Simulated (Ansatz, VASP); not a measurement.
# HgTe: VASP beside Ansatz

The input INCAR:

```
SYSTEM = HgTe
PREC = Accurate
ENCUT = 520
EDIFF = 1E-7
ISMEAR = -1
SIGMA = 0.05
LREAL = .False.
LASPH = .True.
NELM = 80
ALGO = Normal
ISIF = 2
LWAVE = .False.
LCHARG = .True.
GGA = PE
LELF = .True.
LVHAR = .True.
NBANDS = 16
```

File KPOINTS:

```
regular mesh
0
Gamma
  6 6 6
  0 0 0
```

File POSCAR:

```
HgTe
1.0
    0.0000000000      3.2787900000      3.2145000000
    3.2787900000      0.0000000000      3.2145000000
    3.2787900000      3.2787900000      0.0000000000
Hg Te
1 1
Direct
    0.0000000000      0.0000000000      0.0000000000
    0.7500000000      0.7500000000      0.7500000000
```

The input input.yaml:

```yaml
crystal:
  lattice:
    - [0.0, 3.27879, 3.2145]
    - [3.27879, 0.0, 3.2145]
    - [3.27879, 3.27879, 0.0]
  atoms:
    - { symbol: Hg, position: [0.0, 0.0, 0.0] }
    - { symbol: Te, position: [0.75, 0.75, 0.75] }
hamiltonian:
  xc: pbe
  pseudopotentials: { kind: paw }
kpoints:
  mp_grid: { grid: [6, 6, 6] }
scf:
  occupations: { method: fermi_dirac, width: 0.05 }
output:
  forces: true
  stress: true
  eigenvalues: true
  write_density: true
  write_potential: true
  elf: true
  volumetric_format: npy
```

Alike in both runs: task single point; functional PBE; k mesh 6 × 6 × 6; occupations fermi-dirac, width 0.05 eV; no spin polarisation.

```csv
,VASP,Ansatz
version,VASP 6.6.1,Ansatz 0.2.0
potentials or method,"VASP PAW PBE potentials, release 64 (Hg, Te)",Ansatz PAW
plane-wave cutoff (eV),520,420
valence electrons in the cell,18,36
```

|  | VASP | Ansatz | Ansatz less VASP |
| --- | --- | --- | --- |
| gap on the k mesh at the Fermi level (eV) | 0.06 | 0.06 | 0.000 |
| least direct gap on the mesh (eV) | 0.06 | 0.06 | 0.000 |
| pressure (GPa) | 2.6 | 2.6 | -0.07 |
| traceless stress, the component that is largest in VASP (GPa) | 0.16 | 0.16 | 0.000 |

The functional is the same, so the differences come from potentials, cutoffs and numerics. VASP's potentials hold 18 valence electrons a cell and Ansatz's 36, so a difference there can come from the potentials and not from the codes.

Spin-orbit coupling is off throughout.
